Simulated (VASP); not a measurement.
Crystal: RbBr.

```
Rb Br
1.0
     4.92067    0.00000    0.00000
     0.00000    4.85672    0.00000
    -0.46254    0.00000    6.72988
Rb Br
2 2
Direct
  0.31591 0.25000 0.25266
  0.68409 0.75000 0.74734
  0.25218 0.25000 0.76746
  0.74782 0.75000 0.23254
```

```yaml
Program: VASP 6.6.1
Task: relaxation of cell and atoms
Functional: PBE
Potentials_or_basis: VASP PAW PBE potentials, release 64 (Rb_sv, Br)
Cutoff: 600 eV
k_mesh: 4 × 4 × 4
Occupations: gaussian, width 0.1 eV
Spin: no spin polarisation
```

At the start: pressure 1.6 GPa; volume 40.21 Å³/atom.

**Question.** Where does the relaxation end?

**Answer.** Over 17 steps the energy falls by 57.7 meV/atom and the volume is 43.04 Å³/atom (+7.0 %); space group P2_1/m (No. 11, to 0.1 Å) before and after.

Step by step:
| step | energy change (eV) | largest force (eV/Å) | pressure (GPa) | volume (Å³) |
| --- | --- | --- | --- | --- |
| 1 | 0.0000 | 0.4784 | 1.63 | 160.83 |
| 2 | -0.1029 | 0.3259 | 0.54 | 170.53 |
| 3 | -0.1356 | 0.2060 | -0.40 | 183.07 |
| 4 | -0.1363 | 0.2172 | -0.31 | 181.50 |
| 5 | -0.1525 | 0.2073 | -0.27 | 180.09 |
| 6 | -0.1909 | 0.1674 | -0.12 | 175.85 |
| 7 | -0.2075 | 0.0610 | 0.40 | 167.33 |
| 8 | -0.2122 | 0.0952 | 0.19 | 170.17 |
| 9 | -0.2186 | 0.0642 | -0.01 | 172.88 |
| 10 | -0.2197 | 0.0481 | -0.11 | 174.48 |
| 11 | -0.2231 | 0.0460 | -0.03 | 173.29 |
| 12 | -0.2243 | 0.0641 | 0.08 | 171.85 |
| 13 | -0.2261 | 0.0603 | 0.00 | 173.08 |
| 14 | -0.2265 | 0.0574 | -0.06 | 173.90 |
| 15 | -0.2287 | 0.0406 | 0.00 | 172.97 |
| 16 | -0.2298 | 0.0272 | 0.13 | 171.30 |
| 17 | -0.2307 | 0.0303 | 0.06 | 172.16 |

Final structure:
```yaml
crystal:
  lattice:
    - [4.96652, 0.00000, 0.13788]
    - [0.00000, 4.94194, 0.00000]
    - [-0.27105, 0.00000, 7.00673]
  atoms:
    - { symbol: Rb, position: [0.25619, 0.25000, 0.24772] }
    - { symbol: Rb, position: [0.74381, 0.75000, 0.75228] }
    - { symbol: Br, position: [0.24629, 0.25000, 0.74925] }
    - { symbol: Br, position: [0.75371, 0.75000, 0.25075] }
```
